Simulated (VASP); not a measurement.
# SiC (F-43m) in VASP: a series of runs

The runs below take SiC through single point, with HSE06, PBE-based screened hybrid, PBE.

Everything below comes from runs of VASP 6.6.1. Logs are shortened: lines on timing, memory, paths and dates and some standing lists are left out, and cuts for length are marked.

### Step 1. The cell of the first run

It takes space group F-43m (No. 216, cubic). The conventional cell has a = 4.356 Å, b = 4.356 Å, c = 4.356 Å, α = 90.00°, β = 90.00°, γ = 90.00°. Si (site symmetry -43m) has 4 C at 1.89 Å within 2.5 Å. C (site symmetry -43m) has 4 Si at 1.89 Å within 2.5 Å.

### Step 2. Single point, HSE06

The input, POSCAR:

```
SiC
1.0
    0.0000000000      2.1780523476      2.1780523476
    2.1780523476      0.0000000000      2.1780523476
    2.1780523476      2.1780523476      0.0000000000
Si C
1 1
Direct
    0.0000000000      0.0000000000      0.0000000000
    0.2500000000      0.2500000000      0.2500000000
```

The input, INCAR.step1:

```
PREC = Accurate
ENCUT = 520
EDIFF = 1E-5
ISMEAR = 0
SIGMA = 0.01
LREAL = F
LASPH = T
NELM = 100
ALGO = Normal
ISIF = 2
LWAVE = T
LCHARG = F
GGA = PE
NBANDS = 11
```

The input, INCAR.step2:

```
PREC = Accurate
ENCUT = 520
EDIFF = 1E-7
ISMEAR = 0
SIGMA = 0.01
LREAL = F
LASPH = T
NELM = 100
ALGO = Normal
ISIF = 2
LWAVE = F
LCHARG = F
GGA = PE
LHFCALC = T
HFSCREEN = 0.2079
PRECFOCK = Normal
ISTART = 1
NBANDS = 11
```

The input, KPOINTS:

```
regular mesh
0
Gamma
  4 4 4
```

Potentials or basis: VASP PAW PBE potentials, release 64 (Si, C).

Run with:

```console
$ cat potpaw_PBE.64/Si/POTCAR potpaw_PBE.64/C/POTCAR > POTCAR
$ cp INCAR.step1 INCAR
$ mpirun -np 1 vasp_std > vasp.out
$ cp INCAR.step2 INCAR
$ mpirun -np 1 vasp_std > vasp.out
```

OUTCAR:

```text
PREC = Accurate
   ENCUT = 520
   EDIFF = 1E-7
   ISMEAR = 0
   LREAL = F
   LASPH = T
   NELM = 100
   ISIF = 2
   GGA = PE
   LHFCALC = T
   HFSCREEN = 0.2079
   PRECFOCK = Normal
   ISTART = 1

 ion  position               nearest neighbor table
   1  0.000  0.000  0.000-   2 1.89   2 1.89   2 1.89   2 1.89
   2  0.250  0.250  0.250-   1 1.89   1 1.89   1 1.89   1 1.89

  LATTYP: Found a face centered cubic cell.
 ALAT       =     4.3561046952

  Lattice vectors:

 A1 = (   0.0000000000,   2.1780523476,   2.1780523476)
 A2 = (   2.1780523476,   0.0000000000,   2.1780523476)
 A3 = (   2.1780523476,   2.1780523476,   0.0000000000)

Analysis of symmetry for initial positions (statically):
=====================================================================
 Subroutine PRICEL returns:
 Original cell was already a primitive cell.

 Routine SETGRP: Setting up the symmetry group for a
 face centered cubic supercell.

 Subroutine GETGRP returns: Found 24 space group operations
 (whereof 24 operations were pure point group operations)
 out of a pool of 48 trial point group operations.

The static configuration has the point symmetry T_d .

Analysis of symmetry for dynamics (positions and initial velocities):
=====================================================================
 Subroutine PRICEL returns:
 Original cell was already a primitive cell.

 Routine SETGRP: Setting up the symmetry group for a
 face centered cubic supercell.

 Subroutine GETGRP returns: Found 24 space group operations
 (whereof 24 operations were pure point group operations)
 out of a pool of 48 trial point group operations.

The dynamic configuration has the point symmetry T_d .

 Subroutine INISYM returns: Found 24 space group operations
 (whereof 24 operations are pure point group operations),
 and found     1 'primitive' translations

----------------------------------------------------------------------------------------

                                     Primitive cell

  volume of cell :      20.6650

  direct lattice vectors                    reciprocal lattice vectors
     0.000000000  2.178052348  2.178052348    -0.229562894  0.229562894  0.229562894
     2.178052348  0.000000000  2.178052348     0.229562894 -0.229562894  0.229562894
     2.178052348  2.178052348  0.000000000     0.229562894  0.229562894 -0.229562894
[... 81 lines left out ...]
   EFERMI =   0.00;   METHOD = LEGACY
   ISMEAR =     0;   SIGMA  =   0.01  broadening in eV -4-tet -1-fermi 0-gaus
   EFERMI_NEDOS =   21; number of points for ismear=-14 and -15
   IALGO  =     38    algorithm
   IMIX   =      1    mixing-type and parameters
     AMIX     =   0.40;   BMIX     =  1.00
     AMIX_MAG =   1.60;   BMIX_MAG =  1.00
  volume/ion in A,a.u.               =      10.33        69.73
  Fermi-wavevector in a.u.,A,eV,Ry     =   1.193145  2.254717 19.369182  1.423595
  Thomas-Fermi vector in A             =   2.329166
   LORBIT       =      0    0 simple, 1 ext, 2 COOP (PROOUT), +10 PAW based schemes
   GGA     = PE    functional components
   LHFCALC =     T    Hartree Fock is set to
   PRECFOCK=normal    Normal, Fast or Accurate (Low or Medium for compatibility)
   ENCUT4O =  -1.0   cutoff for four orbital integrals eV
   NKREDX  =     1    reduce k-point grid by
   NKREDY  =     1    reduce k-point grid by
   NKREDZ  =     1    reduce k-point grid by
   AEXX    =    0.2500 exact exchange contribution
   HFSCREEN=    0.2079 screening length (either q_TF or 0.3 A-1)
   HFSCREENC=   0.2079 screening length for correlation (either q_TF or 0.3 A-1)
   ENCUTFOCK=  -1.0 apply spherical cutoff to Coloumb kernel
   IVDW    =     0    specifies the selected vdW correction
   LEPSILON=     F    determine dielectric tensor
   LRPA    =     F    only Hartree local field effects (RPA)
 non-spin polarized calculation
 Gauss-broadening in eV      SIGMA  =   0.01
  energy-cutoff  :      520.00
  volume of cell :       20.66
 maximum number of plane-waves:       568
 NGX is ok and might be reduce to    24
  NGX = 18; NGY = 18; NGZ = 18

 number of electron       8.0000001 magnetization

 Free energy of the ion-electron system (eV)
  ---------------------------------------------------
  ext. energy  EPLUGINS =         0.00000000
  ---------------------------------------------------
  free energy    TOTEN  =       -17.31015444 eV

  energy without entropy =      -17.31015444  energy(sigma->0) =      -17.31015444

 E-fermi :   7.6633     XC(G=0):  -9.3505

 val. band max:        7.5325331654   @ k =   0.0000   0.0000   0.0000
 cond. band min:       9.7676854155   @ k =   0.5000   0.5000   0.0000
 fundamental gap:      2.2351522501
 Fermi energy:         7.6633253884

 k-point     1 :       0.0000    0.0000    0.0000
  band No.  band energies     occupation
      1      -9.4576      2.00000
      2       7.5325      2.00000
      3       7.5325      2.00000
      4       7.5325      2.00000
      5      15.1188      0.00000
      6      16.1159      0.00000
      7      16.1159      0.00000
      8      16.1159      0.00000
      9      23.6043      0.00000
     10      23.6043      0.00000
     11      25.5204      0.00000
[... 85 lines left out ...]
 k-point     8 :      -0.2500    0.5000    0.2500
  band No.  band energies     occupation
      1      -3.7813      2.00000
      2      -0.1503      2.00000
      3       2.0890      2.00000
      4       2.4762      2.00000
      5      13.8657      0.00000
      6      18.4421      0.00000
      7      18.5720      0.00000
      8      18.5878      0.00000
      9      23.7101      0.00000
     10      26.8411      0.00000
     11      30.6690      0.00000

------------------------ aborting loop because EDIFF is reached ----------------------------------------

  FORCE on cell =-STRESS in cart. coord.  units (eV):
  Direction    XX          YY          ZZ          XY          YZ          ZX
  --------------------------------------------------------------------------------------
  -------------------------------------------------------------------------------------
  Total       -0.1514352     -0.1514352     -0.1514352      0.0000000      0.0000000      0.0000000
  in kB      -11.7409257    -11.7409257    -11.7409257      0.0000000      0.0000000      0.0000000
  external PRESSURE =     -11.7409257 kB  Pullay stress =       0.0000000 kB

 VOLUME and BASIS-vectors are now :
 -----------------------------------------------------------------------------
  energy-cutoff  :      520.00
  volume of cell :       20.66
      direct lattice vectors                 reciprocal lattice vectors
     0.000000000  2.178052348  2.178052348    -0.229562894  0.229562894  0.229562894
     2.178052348  0.000000000  2.178052348     0.229562894 -0.229562894  0.229562894
     2.178052348  2.178052348  0.000000000     0.229562894  0.229562894 -0.229562894

 POSITION                                       TOTAL-FORCE (eV/Angst)
 -----------------------------------------------------------------------------------
      0.00000      0.00000      0.00000         0.000000      0.000000     -0.000000
      1.08903      1.08903      1.08903        -0.000000     -0.000000      0.000000
 -----------------------------------------------------------------------------------
    total drift:                                0.000000      0.000001      0.000001

  FREE ENERGIE OF THE ION-ELECTRON SYSTEM (eV)
  ---------------------------------------------------
  free  energy   TOTEN  =       -17.3101544381 eV

  energy  without entropy=      -17.3101544381  energy(sigma->0) =      -17.31015444
```

OUTCAR.step1:

```text
PREC = Accurate
   ENCUT = 520
   EDIFF = 1E-5
   ISMEAR = 0
   LREAL = F
   LASPH = T
[... 314 lines left out ...]
 -----------------------------------------------------------------------------------
      0.00000      0.00000      0.00000         0.000000     -0.000000      0.000000
      1.08903      1.08903      1.08903        -0.000000      0.000000     -0.000000
 -----------------------------------------------------------------------------------
    total drift:                                0.000000      0.000000      0.000000

  FREE ENERGIE OF THE ION-ELECTRON SYSTEM (eV)
  ---------------------------------------------------
  free  energy   TOTEN  =       -14.9311887254 eV

  energy  without entropy=      -14.9311887254  energy(sigma->0) =      -14.93118873
```

Wall time 2.2 min (1 thread of AMD EPYC 7R43 (Zen 3), shared host); peak memory 0.19 GiB.

What came out:

```
Free energy            : -17.3102 eV
Pressure               : -1.2 GPa
Band gap on the k mesh : 2.24 eV, indirect (least direct gap 5.75 eV)
```

Caveat: the k points lie up to 0.62 Å⁻¹ apart; the PAW data sets were made with another functional, which shifts forces and pressure a little. A k mesh can miss the band edges.

(Continued in part 2 of 2.)
